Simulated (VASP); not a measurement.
Here is a VASP 6.6.1 calculation.

File INCAR:

```
PREC = Accurate
ENCUT = 600
EDIFF = 1E-6
ISMEAR = -1
SIGMA = 0.05
LREAL = False
LASPH = True
NELM = 100
ALGO = Normal
ISIF = 3
LWAVE = False
LCHARG = False
GGA = PE
IBRION = 2
NSW = 100
EDIFFG = -0.005
```

The input KPOINTS:

```
Automatic mesh
0
Gamma
  14 14 14
```

File POSCAR:

```
Br
1.0
    0.0000000000      2.5869375520      2.5869375520
    2.5869375520      0.0000000000      2.5869375520
    2.5869375520      2.5869375520      0.0000000000
Br
2
Direct
    0.0000000000      0.0000000000      0.0000000000
    0.2500000000      0.2500000000      0.2500000000
```

Potentials or basis: VASP PAW PBE potentials, release 64 (Br).

Run with:

```console
$ cat potpaw_PBE.64/Br/POTCAR > POTCAR
$ mpirun -np 1 vasp_std > vasp.out
```

(1) Estimate the relaxed volume.

(2) What does it give for the space group after relaxing (to 0.1 Å)?

Answers

(1) 42.88 Å³/atom.

(2) Fd-3m (No. 227).

Caveat: the volume moved by over 15 % at a fixed basis, so the end points are rough.
